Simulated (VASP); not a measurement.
# Ti4S in VASP: single point with PBE

Aim: the single point of Ti4S with PBE.

All numbers are computed with VASP 6.6.1; they aren't measurements. Logs are shortened: lines on timing, memory, paths and dates and some standing lists are left out, and cuts for length are marked.

**1. The cell of the first run**

The cell holds a slab with vacuum, 5 atoms: a = 2.908 Å, b = 4.112 Å, c = 19.654 Å, α = 90.00°, β = 90.00°, γ = 90.00°.

**2. Single point, PBE**

INCAR reads:

```
  ALGO = Normal
  DIPOL = 0.5 0.5 0.341
  EDIFF = 1E-6
  ENCUT = 520
  GGA = PE
  IDIPOL = 3
  ISIF = 2
  ISMEAR = 0
  LASPH = True
  LCHARG = False
  LDIPOL = True
  LREAL = False
  LWAVE = False
  NBANDS = 35
  NELM = 100
  PREC = Accurate
  SIGMA = 0.1
```

KPOINTS reads:

```
k-points
0
Gamma
  9 7 1
```

POSCAR reads:

```
Ti4S
1.0
    2.9075446931      0.0000000000      0.0000000000
    0.0000000000      4.1118891382      0.0000000000
    0.0000000000      0.0000000000     19.6535692527
Ti S
4 1
Direct
    0.5000000000      0.5000000000      0.2035253723
    0.0000000000      0.0000000000      0.2774952618
    0.5000000000      0.5000000000      0.3439484692
    0.0000000000      0.0000000000      0.4148645545
    0.5000000000      0.5000000000      0.4635282612
```

Potentials or basis: VASP PAW PBE potentials, release 64 (Ti_sv, S).

Launch:

```sh
$ cat potpaw_PBE.64/Ti_sv/POTCAR potpaw_PBE.64/S/POTCAR > POTCAR
$ mpirun -np 1 vasp_std > vasp.out
```

OUTCAR:

```text
EDIFF = 1E-6
   ENCUT = 520
   GGA = PE
   ISIF = 2
   ISMEAR = 0
   LASPH = True
   LREAL = False
   NELM = 100
   PREC = Accurate

 ion  position               nearest neighbor table
   1  0.500  0.500  0.204-   3 2.76   2 2.91   2 2.91   2 2.91   2 2.91
   2  0.000  0.000  0.277-   4 2.70   3 2.84   3 2.84   3 2.84   3 2.84   1 2.91   1 2.91   1 2.91
                             1 2.91
   3  0.500  0.500  0.344-   5 2.35   1 2.76   2 2.84   2 2.84   2 2.84   2 2.84   4 2.88   4 2.88
                             4 2.88   4 2.88
   4  0.000  0.000  0.415-   5 2.69   5 2.69   5 2.69   5 2.69   2 2.70   3 2.88   3 2.88   3 2.88
                             3 2.88
   5  0.500  0.500  0.464-   3 2.35   4 2.69   4 2.69   4 2.69   4 2.69

  LATTYP: Found a simple orthorhombic cell.
 ALAT       =     2.9075446931
 B/A-ratio  =     1.4142135624
 C/A-ratio  =     6.7595071881

  Lattice vectors:

 A1 = (   2.9075446931,   0.0000000000,   0.0000000000)
 A2 = (   0.0000000000,   4.1118891382,   0.0000000000)
 A3 = (   0.0000000000,   0.0000000000,  19.6535692527)

Analysis of symmetry for initial positions (statically):
=====================================================================
 Subroutine PRICEL returns:
 Original cell was already a primitive cell.

 Routine SETGRP: Setting up the symmetry group for a
 simple orthorhombic supercell.

 Subroutine GETGRP returns: Found  4 space group operations
 (whereof  4 operations were pure point group operations)
 out of a pool of  8 trial point group operations.

The static configuration has the point symmetry C_2v.

Analysis of symmetry for dynamics (positions and initial velocities):
=====================================================================
 Subroutine PRICEL returns:
 Original cell was already a primitive cell.

 Routine SETGRP: Setting up the symmetry group for a
 simple orthorhombic supercell.

 Subroutine GETGRP returns: Found  4 space group operations
 (whereof  4 operations were pure point group operations)
 out of a pool of  8 trial point group operations.

The dynamic configuration has the point symmetry C_2v.

 Subroutine INISYM returns: Found  4 space group operations
 (whereof  4 operations are pure point group operations),
 and found     1 'primitive' translations

----------------------------------------------------------------------------------------

                                     Primitive cell

  volume of cell :     234.9683

  direct lattice vectors                    reciprocal lattice vectors
     2.907544693  0.000000000  0.000000000     0.343932804  0.000000000  0.000000000
     0.000000000  4.111889138  0.000000000     0.000000000  0.243197218  0.000000000
     0.000000000  0.000000000 19.653569253     0.000000000  0.000000000  0.050881343

  length of vectors
     2.907544693  4.111889138 19.653569253     0.343932804  0.243197218  0.050881343

  position of ions in fractional coordinates (direct lattice)
     0.500000000  0.500000000  0.203525372
     0.000000000  0.000000000  0.277495262
     0.500000000  0.500000000  0.343948469
     0.000000000  0.000000000  0.414864554
     0.500000000  0.500000000  0.463528261

  ion indices of the primitive-cell ions
   primitive index   ion index
                 1           1
                 2           2
                 3           3
                 4           4
                 5           5

----------------------------------------------------------------------------------------

 KPOINTS: k-points

Automatic generation of k-mesh.
 Grid dimensions read from file:
 generate k-points for:    9    7    1

 Generating k-lattice:

  Cartesian coordinates                     Fractional coordinates (reciprocal lattice)
     0.038214756  0.000000000  0.000000000     0.111111111  0.000000000  0.000000000
     0.000000000  0.034742460  0.000000000     0.000000000  0.142857143  0.000000000
     0.000000000  0.000000000  0.050881343     0.000000000  0.000000000  1.000000000

  Length of vectors
     0.038214756  0.034742460  0.050881343

  Shift w.r.t. Gamma in fractional coordinates (k-lattice)
     0.000000000  0.000000000  0.000000000

 Subroutine IBZKPT returns following result:
 ===========================================

 Found     20 irreducible k-points:

 Following reciprocal coordinates:
            Coordinates               Weight
  0.000000  0.000000  0.000000      1.000000
  0.111111  0.000000  0.000000      2.000000
  0.222222  0.000000  0.000000      2.000000
  0.333333  0.000000  0.000000      2.000000
  0.444444  0.000000  0.000000      2.000000
  0.000000  0.142857  0.000000      2.000000
[... 12 lines left out ...]
  0.333333  0.428571  0.000000      4.000000
  0.444444  0.428571  0.000000      4.000000
   k-points           NKPTS =     20   k-points in BZ     NKDIM =     20   number of bands    NBANDS=     35
   number of dos      NEDOS =    301   number of ions     NIONS =      5
   total plane-waves  NPLWV = 115200
   dimension x,y,z NGX =    24 NGY =   32 NGZ =  150
   dimension x,y,z NGXF=    48 NGYF=   64 NGZF=  300
   ions per type =               4   1
   NGX,Y,Z   is equivalent  to a cutoff of  13.72, 12.94, 12.69 a.u.
   NGXF,Y,Z  is equivalent  to a cutoff of  27.45, 25.88, 25.38 a.u.
 SYSTEM =  unknown system
   PREC   = accura    normal or accurate (medium, high low for compatibility)
   ISTART =      0    job   : 0-new  1-cont  2-samecut
   ICHARG =      2    charge: 1-file 2-atom 10-const
   ISPIN  =      1    spin polarized calculation?
   LNONCOLLINEAR =      F non collinear calculations
   LSORBIT =      F    spin-orbit coupling
   LASPH  =      T    aspherical Exc in radial PAW
   ENCUT  =  520.0 eV  38.22 Ry    6.18 a.u.   5.41  7.65 36.54*2*pi/ulx,y,z
   NELM   =    100;   NELMIN=  2; NELMDL= -5     # of ELM steps
   EDIFF  = 0.1E-05   stopping-criterion for ELM
   LREAL  =      F    real-space projection
   EDIFFG = 0.1E-04   stopping-criterion for IOM
   NSW    =      0    number of steps for IOM
   IBRION =     -1    ionic relax: 0-MD 1-quasi-New 2-CG
   NFREE  =      0    steps in history (QN), initial steepest desc. (CG)
   ISIF   =      2    stress and relaxation
   ISYM   =      2    0-nonsym 1-usesym 2-fastsym
   POTIM  = 0.5000    time-step for ionic-motion
   TEBEG  =    0.0;   TEEND  =   0.0 temperature during run
   PSTRESS=    0.0 pullay stress
   NELECT =      54.0000    total number of electrons
   NUPDOWN=      -1.0000    fix difference up-down
   EMIN   =  10.00;   EMAX   =-10.00  energy-range for DOS
   EFERMI =   0.00;   METHOD = LEGACY
   ISMEAR =     0;   SIGMA  =   0.10  broadening in eV -4-tet -1-fermi 0-gaus
   EFERMI_NEDOS =   21; number of points for ismear=-14 and -15
   IALGO  =     38    algorithm
   IMIX   =      4    mixing-type and parameters
     AMIX     =   0.40;   BMIX     =  1.00
     AMIX_MAG =   1.60;   BMIX_MAG =  1.00
  volume/ion in A,a.u.               =      46.99       317.13
  Fermi-wavevector in a.u.,A,eV,Ry     =   1.002774  1.894968 13.681412  1.005555
  Thomas-Fermi vector in A             =   2.135283
   LORBIT       =      0    0 simple, 1 ext, 2 COOP (PROOUT), +10 PAW based schemes
   GGA     = PE    functional components
   LHFCALC =     F    Hartree Fock is set to
   AEXX    =    0.0000 exact exchange contribution
   IVDW    =     0    specifies the selected vdW correction
   LEPSILON=     F    determine dielectric tensor
   LRPA    =     F    only Hartree local field effects (RPA)
 non-spin polarized calculation
 Gauss-broadening in eV      SIGMA  =   0.10
  energy-cutoff  :      520.00
  volume of cell :      234.97
 maximum number of plane-waves:      6369
 NGX is ok and might be reduce to    24
   NGX = 11   NGY = 15   NGZ = 73

 dipolmoment           0.000000      0.000000     -0.020967 electrons x Angstroem

 number of electron      54.0000014 magnetization

 dipolmoment           0.000000      0.000000      0.064399 electrons x Angstroem

 Free energy of the ion-electron system (eV)
  ---------------------------------------------------
  ext. energy  EPLUGINS =         0.00000000
  ---------------------------------------------------
  free energy    TOTEN  =       -35.36326007 eV

  energy without entropy =      -35.34612352  energy(sigma->0) =      -35.35469179

 E-fermi :   0.6242     XC(G=0):  -4.9541

 val. band max:        0.5569301394   @ k =   0.3333   0.0000   0.0000
 cond. band min:       0.6465291438   @ k =   0.4444   0.2857   0.0000
 fundamental gap:      0.0895990045
 Fermi energy:         0.6242008913

 k-point     1 :       0.0000    0.0000    0.0000
  band No.  band energies     occupation
      1     -56.5918      2.00000
      2     -56.3565      2.00000
      3     -56.0408      2.00000
      4     -55.9414      2.00000
      5     -32.9821      2.00000
      6     -32.8753      2.00000
[... 27 lines left out ...]
     34       2.1780      0.00000
     35       2.4706      0.00000

 k-point     2 :       0.1111    0.0000    0.0000
  band No.  band energies     occupation
      1     -56.5866      2.00000
      2     -56.3513      2.00000
      3     -56.0338      2.00000
      4     -55.9401      2.00000
      5     -32.9711      2.00000
      6     -32.8720      2.00000
[... 27 lines left out ...]
     34       2.2737      0.00000
     35       2.5841      0.00000

 k-point     3 :       0.2222    0.0000    0.0000
  band No.  band energies     occupation
      1     -56.5733      2.00000
      2     -56.3381      2.00000
      3     -56.0151      2.00000
      4     -55.9378      2.00000
      5     -32.9432      2.00000
      6     -32.8654      2.00000
[... 27 lines left out ...]
     34       2.3203      0.00000
     35       2.4481      0.00000

 k-point     4 :       0.3333    0.0000    0.0000
  band No.  band energies     occupation
      1     -56.5581      2.00000
      2     -56.3231      2.00000
      3     -55.9904      2.00000
      4     -55.9384      2.00000
      5     -32.9242      2.00000
      6     -32.9114      2.00000
[... 27 lines left out ...]
     34       2.4972      0.00000
     35       2.6635      0.00000

 k-point     5 :       0.4444    0.0000    0.0000
  band No.  band energies     occupation
      1     -56.5481      2.00000
      2     -56.3133      2.00000
      3     -55.9680      2.00000
      4     -55.9450      2.00000
      5     -33.0016      2.00000
      6     -32.8906      2.00000
[... 486 lines left out ...]
 k-point    18 :       0.2222    0.4286    0.0000
  band No.  band energies     occupation
      1     -56.5706      2.00000
      2     -56.3352      2.00000
      3     -55.9902      2.00000
      4     -55.9673      2.00000
      5     -32.9644      2.00000
      6     -32.8871      2.00000
[... 27 lines left out ...]
     34       1.9765      0.00000
     35       2.1683      0.00000

 k-point    19 :       0.3333    0.4286    0.0000
  band No.  band energies     occupation
      1     -56.5567      2.00000
      2     -56.3217      2.00000
      3     -55.9745      2.00000
      4     -55.9557      2.00000
      5     -32.9509      2.00000
      6     -32.9355      2.00000
[... 27 lines left out ...]
     34       2.1676      0.00000
     35       2.2308      0.00000

 k-point    20 :       0.4444    0.4286    0.0000
  band No.  band energies     occupation
      1     -56.5476      2.00000
      2     -56.3128      2.00000
      3     -55.9640      2.00000
      4     -55.9484      2.00000
      5     -33.0144      2.00000
      6     -32.9481      2.00000
[... 27 lines left out ...]
     34       2.2460      0.00000
     35       2.5362      0.00000

------------------------ aborting loop because EDIFF is reached ----------------------------------------

 vacuum level on the upper side and lower side of the slab       (xc-potential included)         0.460        -0.588

  FORCE on cell =-STRESS in cart. coord.  units (eV):
  Direction    XX          YY          ZZ          XY          YZ          ZX
  --------------------------------------------------------------------------------------
  -------------------------------------------------------------------------------------
  Total        4.2868930     -6.6706586      2.4560807      0.0000000      0.0000000      0.0000000
  in kB       29.2310218    -45.4851960     16.7472686      0.0000000      0.0000000      0.0000000
  external PRESSURE =       0.1643648 kB  Pullay stress =       0.0000000 kB

 VOLUME and BASIS-vectors are now :
 -----------------------------------------------------------------------------
  energy-cutoff  :      520.00
  volume of cell :      234.97
      direct lattice vectors                 reciprocal lattice vectors
     2.907544693  0.000000000  0.000000000     0.343932804  0.000000000  0.000000000
     0.000000000  4.111889138  0.000000000     0.000000000  0.243197218  0.000000000
     0.000000000  0.000000000 19.653569253     0.000000000  0.000000000  0.050881343

 POSITION                                       TOTAL-FORCE (eV/Angst)
 -----------------------------------------------------------------------------------
      1.45377      2.05594      4.00000         0.000000      0.000000      0.271942
      0.00000      0.00000      5.45377         0.000000      0.000000     -0.453026
      1.45377      2.05594      6.75982         0.000000      0.000000     -1.714168
      0.00000      0.00000      8.15357         0.000000      0.000000      1.890935
      1.45377      2.05594      9.10998         0.000000      0.000000      0.004317
 -----------------------------------------------------------------------------------
    total drift:                                0.000000      0.000000      0.001683

  FREE ENERGIE OF THE ION-ELECTRON SYSTEM (eV)
  ---------------------------------------------------
  free  energy   TOTEN  =       -35.3632600671 eV

  energy  without entropy=      -35.3461235222  energy(sigma->0) =      -35.35469179

 vacuum level on the upper side and lower side of the slab         4.875         3.847
```

It took 3.2 min on 1 thread of Intel Xeon 6975P-C (Granite Rapids), shared host; peak memory 0.39 GiB.

What came out:

```
Free energy            : -35.3633 eV
Largest force          : 1.891 eV/Å
Band gap on the k mesh : zero (band 27 reaches 0.73 eV, above the bottom of band 28 at 0.65 eV)
```

Forces on the atoms (eV/Å):
```
Ti   0.000  0.000  0.272
Ti   0.000  0.000 -0.453
Ti   0.000  0.000 -1.714
Ti   0.000  0.000  1.891
S    0.000  0.000  0.004
```

Levels at points of the mesh, in eV from the Fermi level:
| k point | band 24 | band 25 | band 26 | band 27 | band 28 | band 29 | band 30 | band 31 |
| --- | --- | --- | --- | --- | --- | --- | --- | --- |
| (0.00, 0.00, 0.00) | -1.21 | -0.48 | -0.10 | 0.11 | 0.30 | 0.33 | 0.59 | 0.73 |
